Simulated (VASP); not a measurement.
# NiSb in VASP: density of states with PBE

Aim: the density of states of NiSb with PBE.

The COD entry that gives the cell may itself be a prediction, so a difference from it is no test against experiment.

Everything below comes from runs of VASP 6.6.1. Logs are shortened: lines on timing, memory, paths and dates and some standing lists are left out, and cuts for length are marked.

### Step 1. The cell of the first run

The typed cell holds 4 atoms: a = 3.960 Å, b = 3.960 Å, c = 5.166 Å, α = 90.00°, β = 90.00°, γ = 120.00°.

### Step 2. Density of states, PBE

Input file POSCAR:

```
NiSb
1.0
    3.9598530000      0.0000000000      0.0000000000
   -1.9799260000      3.4293370000      0.0000000000
    0.0000000000      0.0000000000      5.1660730000
Ni Sb
2 2
Direct
    0.0000000000      0.0000000000      0.0000000000
    0.0000000000      0.0000000000      0.5000000000
    0.3333000000      0.6667000000      0.2500000000
    0.6666000000      0.3333000000      0.7500000000
```

Input file INCAR.step1:

```
PREC = Accurate
ENCUT = 520
EDIFF = 1E-6
ISMEAR = -1
SIGMA = 0.1
LREAL = F
LASPH = T
NELM = 100
ALGO = Normal
ISIF = 2
LWAVE = F
LCHARG = T
LMAXMIX = 4
GGA = PE
NBANDS = 23
```

Input file KPOINTS.step1:

```
Automatic mesh
0
Gamma
  10 10 7
```

Input file INCAR.step2:

```
PREC = Accurate
ENCUT = 520
EDIFF = 1E-6
ISMEAR = -5
SIGMA = 0.1
LREAL = F
LASPH = T
NELM = 100
ALGO = Normal
ISIF = 2
LWAVE = F
LCHARG = F
LMAXMIX = 4
GGA = PE
LORBIT = 11
NBANDS = 23
NEDOS = 2001
ICHARG = 11
```

Input file KPOINTS.step2:

```
Automatic mesh
0
Gamma
  15 15 11
```

Potentials or basis: VASP PAW PBE potentials, release 64 (Ni, Sb).

Run with:

```bash
$ cat potpaw_PBE.64/Ni/POTCAR potpaw_PBE.64/Sb/POTCAR > POTCAR
$ cp INCAR.step1 INCAR
$ cp KPOINTS.step1 KPOINTS
$ mpirun -np 1 vasp_std > vasp.out
$ cp INCAR.step2 INCAR
$ cp KPOINTS.step2 KPOINTS
$ mpirun -np 1 vasp_std > vasp.out
```

OUTCAR:

```text
PREC = Accurate
   ENCUT = 520
   EDIFF = 1E-6
   ISMEAR = -5
   LREAL = F
   LASPH = T
   NELM = 100
   ISIF = 2
   GGA = PE
   LORBIT = 11
   ICHARG = 11

 ion  position               nearest neighbor table
   1  0.000  0.000  0.000-   2 2.58   2 2.58   3 2.63   4 2.63   4 2.63   3 2.63   3 2.63   4 2.63

   2  0.000  0.000  0.500-   1 2.58   1 2.58   3 2.63   4 2.63   4 2.63   3 2.63   3 2.63   4 2.63

   3  0.333  0.667  0.250-   1 2.63   2 2.63   1 2.63   2 2.63   1 2.63   2 2.63   4 3.45   4 3.45
                             4 3.45   4 3.45   4 3.45   4 3.45
   4  0.667  0.333  0.750-   1 2.63   2 2.63   1 2.63   2 2.63   1 2.63   2 2.63   3 3.45   3 3.45
                             3 3.45   3 3.45   3 3.45   3 3.45

  LATTYP: Found a hexagonal cell.
 ALAT       =     3.9598530000
 C/A-ratio  =     1.3046123177

  Lattice vectors:

 A1 = (   3.9598530000,   0.0000000000,   0.0000000000)
 A2 = (  -1.9799260000,   3.4293370000,   0.0000000000)
 A3 = (   0.0000000000,   0.0000000000,   5.1660730000)

Analysis of symmetry for initial positions (statically):
=====================================================================
 Subroutine PRICEL returns:
 Original cell was already a primitive cell.

 Routine SETGRP: Setting up the symmetry group for a
 hexagonal supercell.

 Subroutine GETGRP returns: Found  4 space group operations
 (whereof  2 operations were pure point group operations)
 out of a pool of 24 trial point group operations.

The static configuration has the point symmetry C_2 .
 The point group associated with its full space group is C_2v.

Analysis of symmetry for dynamics (positions and initial velocities):
=====================================================================
 Subroutine PRICEL returns:
 Original cell was already a primitive cell.

 Routine SETGRP: Setting up the symmetry group for a
 hexagonal supercell.

 Subroutine GETGRP returns: Found  4 space group operations
 (whereof  2 operations were pure point group operations)
 out of a pool of 24 trial point group operations.

The dynamic configuration has the point symmetry C_2 .
 The point group associated with its full space group is C_2v.

 Subroutine INISYM returns: Found  4 space group operations
 (whereof  2 operations are pure point group operations),
 and found     1 'primitive' translations

----------------------------------------------------------------------------------------

                                     Primitive cell

  volume of cell :      70.1536

  direct lattice vectors                    reciprocal lattice vectors
     3.959853000  0.000000000  0.000000000     0.252534627  0.145800740  0.000000000
    -1.979926000  3.429337000  0.000000000     0.000000000  0.291601554  0.000000000
     0.000000000  0.000000000  5.166073000     0.000000000  0.000000000  0.193570629

  length of vectors
     3.959853000  3.959855960  5.166073000     0.291601772  0.291601554  0.193570629

  position of ions in fractional coordinates (direct lattice)
     0.000000000  0.000000000  0.000000000
     0.000000000  0.000000000  0.500000000
     0.333300000  0.666700000  0.250000000
     0.666600000  0.333300000  0.750000000

  ion indices of the primitive-cell ions
   primitive index   ion index
                 1           1
                 2           2
                 3           3
                 4           4

----------------------------------------------------------------------------------------

 KPOINTS: Automatic mesh

Automatic generation of k-mesh.
 Grid dimensions read from file:
 generate k-points for:   15   15   11

 Generating k-lattice:

  Cartesian coordinates                     Fractional coordinates (reciprocal lattice)
     0.016835642  0.009720049  0.000000000     0.066666667  0.000000000  0.000000000
     0.000000000  0.019440104  0.000000000     0.000000000  0.066666667  0.000000000
     0.000000000  0.000000000  0.017597330     0.000000000  0.000000000  0.090909091

  Length of vectors
     0.019440118  0.019440104  0.017597330

  Shift w.r.t. Gamma in fractional coordinates (k-lattice)
     0.000000000  0.000000000  0.000000000

 TETIRR: Found   6029 inequivalent tetrahedra from    14850

 Subroutine IBZKPT returns following result:
 ===========================================

 Found    384 irreducible k-points:

 Following reciprocal coordinates:
            Coordinates               Weight
  0.000000  0.000000  0.000000      1.000000
  0.066667  0.000000  0.000000      4.000000
  0.000000  0.066667  0.000000      2.000000
  0.133333 -0.000000  0.000000      4.000000
  0.000000  0.133333  0.000000      2.000000
  0.200000 -0.000000  0.000000      4.000000
[... 16 lines left out ...]
 -0.266667  0.200000  0.000000      4.000000
  0.266667  0.066667  0.000000      4.000000
 [... further k-points ...]
   k-points           NKPTS =    384   k-points in BZ     NKDIM =    384   number of bands    NBANDS=     23
   number of dos      NEDOS =   2001   number of ions     NIONS =      4
   total plane-waves  NPLWV =  36000
   dimension x,y,z NGX =    30 NGY =   30 NGZ =   40
   dimension x,y,z NGXF=    60 NGYF=   60 NGZF=   80
   ions per type =               2   2
   NGX,Y,Z   is equivalent  to a cutoff of  12.59, 12.59, 12.87 a.u.
   NGXF,Y,Z  is equivalent  to a cutoff of  25.19, 25.19, 25.74 a.u.
 SYSTEM =  unknown system
   PREC   = accura    normal or accurate (medium, high low for compatibility)
   ISTART =      0    job   : 0-new  1-cont  2-samecut
   ICHARG =     11    charge: 1-file 2-atom 10-const
   ISPIN  =      1    spin polarized calculation?
   LNONCOLLINEAR =      F non collinear calculations
   LSORBIT =      F    spin-orbit coupling
   LASPH  =      T    aspherical Exc in radial PAW
   ENCUT  =  520.0 eV  38.22 Ry    6.18 a.u.   7.36  7.36  9.61*2*pi/ulx,y,z
   NELM   =    100;   NELMIN=  2; NELMDL=  0     # of ELM steps
   EDIFF  = 0.1E-05   stopping-criterion for ELM
   LREAL  =      F    real-space projection
   EDIFFG = 0.1E-04   stopping-criterion for IOM
   NSW    =      0    number of steps for IOM
   IBRION =     -1    ionic relax: 0-MD 1-quasi-New 2-CG
   NFREE  =      0    steps in history (QN), initial steepest desc. (CG)
   ISIF   =      2    stress and relaxation
   ISYM   =      2    0-nonsym 1-usesym 2-fastsym
   POTIM  = 0.5000    time-step for ionic-motion
   TEBEG  =    0.0;   TEEND  =   0.0 temperature during run
   PSTRESS=    0.0 pullay stress
   NELECT =      30.0000    total number of electrons
   NUPDOWN=      -1.0000    fix difference up-down
   EMIN   =  10.00;   EMAX   =-10.00  energy-range for DOS
   EFERMI =   0.00;   METHOD = LEGACY
   ISMEAR =    -5;   SIGMA  =   0.10  broadening in eV -4-tet -1-fermi 0-gaus
   EFERMI_NEDOS =   21; number of points for ismear=-14 and -15
   IALGO  =     38    algorithm
   IMIX   =      4    mixing-type and parameters
     AMIX     =   0.40;   BMIX     =  1.00
     AMIX_MAG =   1.60;   BMIX_MAG =  1.00
  volume/ion in A,a.u.               =      17.54       118.35
  Fermi-wavevector in a.u.,A,eV,Ry     =   1.233385  2.330760 20.697707  1.521239
  Thomas-Fermi vector in A             =   2.368117
   LORBIT       =     11    0 simple, 1 ext, 2 COOP (PROOUT), +10 PAW based schemes
   GGA     = PE    functional components
   LHFCALC =     F    Hartree Fock is set to
   AEXX    =    0.0000 exact exchange contribution
   IVDW    =     0    specifies the selected vdW correction
   LEPSILON=     F    determine dielectric tensor
   LRPA    =     F    only Hartree local field effects (RPA)
 non-spin polarized calculation
 Fermi weights with tetrahedron method with Bloechl corrections
  energy-cutoff  :      520.00
  volume of cell :       70.15
 maximum number of plane-waves:      1922
 NGX is ok and might be reduce to    30

 number of electron      30.0000018 magnetization

 Free energy of the ion-electron system (eV)
  ---------------------------------------------------
  ext. energy  EPLUGINS =         0.00000000
  ---------------------------------------------------
  free energy    TOTEN  =       -20.30650239 eV

  energy without entropy =      -20.30650239  energy(sigma->0) =      -20.30650239

 E-fermi :   9.6841     XC(G=0): -11.4066

 val. band max:        9.7618609735   @ k =   0.0000   0.4000   0.4545
 cond. band min:       9.6772442183   @ k =   0.0667   0.0667   0.0000
 fundamental gap:     -0.0846167552
 Fermi energy:         9.6840765375

 k-point     1 :       0.0000    0.0000    0.0000
  band No.  band energies     occupation
      1      -3.0923      2.00000
      2       1.3043      2.00000
      3       3.5911      2.00000
      4       5.8800      2.00000
      5       5.8801      2.00000
      6       6.6272      2.00000
[... 15 lines left out ...]
     22      16.0482      0.00000
     23      17.5499      0.00000

 k-point     2 :       0.0667    0.0000    0.0000
  band No.  band energies     occupation
      1      -3.0376      2.00000
      2       1.3023      2.00000
      3       3.6528      2.00000
      4       5.8686      2.00000
      5       5.8916      2.00000
      6       6.6082      2.00000
[... 15 lines left out ...]
     22      16.1363      0.00000
     23      17.0742      0.00000

 k-point     3 :       0.0000    0.0667    0.0000
  band No.  band energies     occupation
      1      -3.0376      2.00000
      2       1.3023      2.00000
      3       3.6528      2.00000
      4       5.8687      2.00000
      5       5.8915      2.00000
      6       6.6082      2.00000
[... 15 lines left out ...]
     22      16.1371      0.00000
     23      17.0766      0.00000
[... 495 lines left out ...]
 k-point    23 :      -0.2667    0.2000    0.0000
  band No.  band energies     occupation
      1      -2.3949      2.00000
      2       1.1979      2.00000
      3       4.3739      2.00000
      4       5.4552      2.00000
      5       5.9712      2.00000
      6       6.2093      2.00000
[... 15 lines left out ...]
     22      16.3026      0.00000
     23      16.7277      0.00000

 k-point    24 :       0.2667    0.0667    0.0000
  band No.  band energies     occupation
      1      -1.9837      2.00000
      2       1.0430      2.00000
      3       4.8304      2.00000
      4       4.8658      2.00000
      5       6.0330      2.00000
      6       6.1381      2.00000
[... 15 lines left out ...]
     22      16.5856      0.00000
     23      16.9860      0.00000

 [... further k-points ...]
[... 5 lines left out ...]
  --------------------------------------------------------------------------------------
  -------------------------------------------------------------------------------------
  Total        1.3550943      1.3520622      1.1143933      0.0000002      0.0000000      0.0000000
  in kB       30.9478396     30.8785913     25.4506750      0.0000045      0.0000000      0.0000000
  external PRESSURE =      29.0923686 kB  Pullay stress =       0.0000000 kB

 VOLUME and BASIS-vectors are now :
 -----------------------------------------------------------------------------
  energy-cutoff  :      520.00
  volume of cell :       70.15
      direct lattice vectors                 reciprocal lattice vectors
     3.959853000  0.000000000  0.000000000     0.252534627  0.145800740  0.000000000
    -1.979926000  3.429337000  0.000000000     0.000000000  0.291601554  0.000000000
     0.000000000  0.000000000  5.166073000     0.000000000  0.000000000  0.193570629

 POSITION                                       TOTAL-FORCE (eV/Angst)
 -----------------------------------------------------------------------------------
      0.00000      0.00000      0.00000        -0.001198      0.000000      0.000000
      0.00000      0.00000      2.58304        -0.001198      0.000000      0.000000
     -0.00020      2.28634      1.29152         0.001198     -0.000945      0.000000
      1.97973      1.14300      3.87455         0.001198      0.000945     -0.000000
 -----------------------------------------------------------------------------------
    total drift:                               -0.000005     -0.000000      0.000000

  FREE ENERGIE OF THE ION-ELECTRON SYSTEM (eV)
  ---------------------------------------------------
  free  energy   TOTEN  =       -20.3065023883 eV

  energy  without entropy=      -20.3065023883  energy(sigma->0) =      -20.30650239

 total charge

# of ion       s       p       d       tot
------------------------------------------
    1        0.441   0.462   8.459   9.363
    2        0.441   0.462   8.459   9.363
    3        1.134   1.206   0.071   2.411
    4        1.134   1.206   0.071   2.411
--------------------------------------------------
tot          3.152   3.336  17.061  23.548
```

Wall time 13 min (1 thread of Oxide Virtual Turin-like, shared host); peak memory 0.58 GiB.

What came out:

```
Valence electrons inside the program's atomic spheres : Ni 9.36; Sb 2.41
```

Caveat: spin-orbit coupling is left out, which moves the levels of the heavy elements; tetrahedron occupations give inexact forces and stress in metals. Spin polarisation is off, so any magnetic state and its effect on volume and gap are missing.
